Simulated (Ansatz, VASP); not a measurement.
**One calculation of Gd, two programs**

```xyz
1
Lattice="-2.0250 2.0250 2.0250 2.0250 -2.0250 2.0250 2.0250 2.0250 -2.0250" Properties=species:S:1:pos:R:3 pbc="T T T"
Gd    0.0000    0.0000    0.0000
```

Alike in both runs: functional PBEsol; k mesh 9 × 9 × 9; occupations fermi-dirac, width 0.05 eV; non-collinear spin, spin-orbit coupling.

```csv
,VASP,Ansatz
version,VASP 6.6.1,Ansatz 0.2.0
potentials or method,"VASP PAW PBE potentials, release 64 (Gd)",Ansatz PAW
plane-wave cutoff (eV),520,420
valence electrons in the cell,18,18
task,single point,band structure
```

Ansatz gave:

| Quantity | Value |
| --- | --- |
| pressure (GPa) | -2.4 |
| traceless stress, the component that is largest in VASP (GPa) | 0.03 |
| net moment per atom (μB) | 7.55 |

Q: Which values does VASP return?

A: Pressure (GPa): -1.9; traceless stress, the component that is largest in VASP (GPa): 0.10; net moment per atom (μB): 7.54.

VASP's potentials were made for PBE, not for PBEsol.
